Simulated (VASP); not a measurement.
Here is a VASP 6.6.1 calculation.

File INCAR:

```
PREC = Accurate
ENCUT = 520
EDIFF = 1E-7
ISMEAR = -1
SIGMA = 0.05
LREAL = False
LASPH = True
NELM = 150
ALGO = Normal
ISIF = 2
LWAVE = False
LCHARG = True
ISPIN = 2
MAGMOM = 0 2
LORBIT = 11
LMAXMIX = 4
GGA = PS
LELF = True
LVHAR = True
NBANDS = 22
```

Contents of KPOINTS:

```
regular mesh
0
Gamma
  4 4 4
```

POSCAR

```
ZnNi
1.0
    2.9083000000      0.0000000000      0.0000000000
    0.0000000000      2.9083000000      0.0000000000
    0.0000000000      0.0000000000      2.9083000000
Zn Ni
1 1
Direct
    0.5000000000      0.5000000000      0.5000000000
    0.0000000000      0.0000000000      0.0000000000
```

Potentials or basis: VASP PAW PBE potentials, release 64 (Zn, Ni).

Run with:

```console
$ cat potpaw_PBE.64/Zn/POTCAR potpaw_PBE.64/Ni/POTCAR > POTCAR
$ mpirun -np 1 vasp_std > vasp.out
```

**Question.** Predict the net moment.

**Answer.** 0.27 μB per cell.

**Question.** Estimate the site moments.

**Answer.** Zn +0.01; Ni +0.25 μB.

**Question.** What does it give for the pressure?

**Answer.** -9.2 GPa.

Caveat: the k points lie up to 0.54 Å⁻¹ apart; the PAW data sets were made with another functional, which shifts forces and pressure a little.
